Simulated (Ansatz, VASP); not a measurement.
**Two plane-wave programs on BN**

File INCAR:

```
SYSTEM = BN
PREC     = Accurate       ! precision mode
ENCUT    = 520            ! plane-wave cutoff, eV
EDIFF    = 1E-6           ! SCF threshold, eV
ISMEAR   = 0              ! smearing method
SIGMA    = 0.02           ! smearing width, eV
LREAL    = .FALSE.        ! projectors in reciprocal space
LASPH    = .TRUE.         ! aspherical terms in the spheres
NELM     = 80             ! most SCF steps
ALGO     = Normal         ! electronic algorithm
ISIF     = 2              ! what is computed and relaxed
LWAVE    = .FALSE.        ! write WAVECAR
LCHARG   = .FALSE.        ! write CHGCAR
GGA      = PS             ! functional
IBRION   = 2              ! ionic algorithm
NSW      = 60             ! ionic steps
EDIFFG   = -0.002         ! ionic threshold
```

File KPOINTS:

```
regular mesh
0
G
  9 9 6
  0 0 0
```

POSCAR

```
BN
1.0
    2.5024521521      0.0000000000      0.0000000000
   -1.2512260761      2.1671871355      0.0000000000
    0.0000000000      0.0000000000      4.2404782105
B N
2 2
Direct
    0.3333333333      0.6666666667     -0.0002373568
    0.6666666667      0.3333333333      0.4997626432
    0.3333333333      0.6666666667      0.3742373568
    0.6666666667      0.3333333333      0.8742373568
```

Input for Ansatz:

```yaml
crystal:
  lattice:
    - [2.5024521521, 0.0, 0.0]
    - [-1.2512260761, 2.1671871355, 0.0]
    - [0.0, 0.0, 4.2404782105]
  atoms:
    - { symbol: B, position: [0.3333333333, 0.6666666667, -0.0002373568] }
    - { symbol: B, position: [0.6666666667, 0.3333333333, 0.4997626432] }
    - { symbol: "N", position: [0.3333333333, 0.6666666667, 0.3742373568] }
    - { symbol: "N", position: [0.6666666667, 0.3333333333, 0.8742373568] }
basis:
  ecutwfc: 420
kpoints:
  mp_grid: { grid: [9, 9, 6] }
hamiltonian:
  xc: pbesol
  pseudopotentials: { kind: paw, azcp: { folder: soft_1 } }
scf:
  occupations: { method: gaussian, width: 0.02 }
output:
  forces: true
  stress: true
  eigenvalues: true
  write_density: true
  write_potential: true
  elf: true
  volumetric_format: npy
relax:
  adjacent_minimum: "off"
  f_tol: 0.002
  max_steps: 40
```

Change from the starting cell: strained cell.

Alike in both runs: task relaxation of the atoms; functional PBEsol; k mesh 9 × 9 × 6; occupations gaussian, width 0.02 eV; no spin polarisation.

|  | VASP | Ansatz |
| --- | --- | --- |
| version | VASP 6.6.1 | Ansatz 0.2.0 |
| potentials or method | VASP PAW PBE potentials, release 64 (B, N), cutoff 520 eV | scalar-relativistic, plane waves, PAW |
| valence electrons in the cell | 16 | 16 |

```tsv
	VASP	Ansatz	Ansatz less VASP
gap on the k mesh at the Fermi level, each at its own relaxed structure (eV)	4.77	4.79	+0.020
```

VASP's potentials were made for PBE, not for PBEsol, and Ansatz warns of the same on its side. Ansatz's warnings: stress scf threshold loose.
